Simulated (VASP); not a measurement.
Wanted: the native input for a VASP 6.6.1 run.

```
Task                   : single point
Functional             : r2SCAN
Potentials or basis    : VASP PAW PBE potentials, release 64 (La, Ti_sv, F)
Cutoff                 : 520 eV
k mesh                 : 5 × 5 × 5
Occupations            : methfessel-paxton, width 0.0363 eV
Spin                   : collinear spin
Starting moments       : [0.19, 0.55, 0.01, 0.01, 0.01, 0.01, 0.01, 0.01] μB
Dipole correction      : no
Further INCAR settings : ALGO = Normal; EDIFF = 1e-07; NBANDS = 46
```

Crystal: LaTiF6.

```
La Ti F
1.0
     3.57544    2.06428    2.24278
    -3.57544    2.06428    2.24278
     0.00000   -4.12856    2.24278
La Ti F
1 1 6
Direct
  0.50000 0.50000 0.50000
  0.00000 0.00000 0.00000
  0.27600 0.91600 0.27600
  0.27600 0.27600 0.91600
  0.91600 0.27600 0.27600
  0.72400 0.08400 0.72400
  0.08400 0.72400 0.72400
  0.72400 0.72400 0.08400
```

One way to write it, as run:

POSCAR

```
LaTiF6
1.0
    3.5754371200      2.0642818300      2.2427810200
   -3.5754371200      2.0642818300      2.2427810200
    0.0000000000     -4.1285636500      2.2427810200
La Ti F
1 1 6
Direct
    0.5000000000      0.5000000000      0.5000000000
    0.0000000000      0.0000000000      0.0000000000
    0.2760000000      0.9160000000      0.2760000000
    0.2760000000      0.2760000000      0.9160000000
    0.9160000000      0.2760000000      0.2760000000
    0.7240000000      0.0840000000      0.7240000000
    0.0840000000      0.7240000000      0.7240000000
    0.7240000000      0.7240000000      0.0840000000
```

INCAR.step1

```
PREC = Accurate
ENCUT = 520
ISMEAR = 1
SIGMA = 0.0363
LREAL = False
LASPH = True
NELM = 150
ISPIN = 2
MAGMOM = 0.19 0.55 0.01 0.01 0.01 0.01 0.01 0.01
LMAXMIX = 6
NBANDS = 46
GGA = PE
ALGO = Normal
EDIFF = 1E-4
LWAVE = True
LCHARG = False
```

INCAR.step2

```
PREC = Accurate
ENCUT = 520
EDIFF = 1E-7
ISMEAR = 1
SIGMA = 0.0363
LREAL = False
LASPH = True
NELM = 150
ALGO = Normal
ISIF = 2
LWAVE = False
LCHARG = True
ISPIN = 2
MAGMOM = 0.19 0.55 0.01 0.01 0.01 0.01 0.01 0.01
LORBIT = 11
LMAXMIX = 6
METAGGA = R2SCAN
LMIXTAU = True
LELF = True
LVHAR = True
NBANDS = 46
ISTART = 1
```

KPOINTS

```
Automatic mesh
0
Gamma
  5 5 5
```

Potentials or basis: VASP PAW PBE potentials, release 64 (La, Ti_sv, F).

Launch:

```bash
$ cat potpaw_PBE.64/La/POTCAR potpaw_PBE.64/Ti_sv/POTCAR potpaw_PBE.64/F/POTCAR > POTCAR
$ cp INCAR.step1 INCAR
$ mpirun -np 1 vasp_std > vasp.out
$ cp INCAR.step2 INCAR
$ mpirun -np 1 vasp_std > vasp.out
```

It gave:

| Quantity | Value |
| --- | --- |
| Pressure | 14.2 GPa |
| Largest force | 3.382 eV/Å |
| Band gap on the k mesh | 0.27 eV (least direct gap 0.30 eV) |
| Net moment | -1.00 μB per cell |
| Site moments | La -0.18; Ti -0.69; F -0.01 μB |
| Valence electrons inside the program's atomic spheres | La 8.21; Ti 10.61; F 6.17 |

Caveat: the cell stands under pressure; semilocal functionals underestimate gaps, and a narrow one can read as zero; the PAW data sets were made with another functional, which shifts forces and pressure a little; spin-orbit coupling is left out, which moves the levels of the heavy elements.

It took 24 min on 1 thread of Intel Xeon 8259CL, on a shared host, peak memory 0.37 GiB.
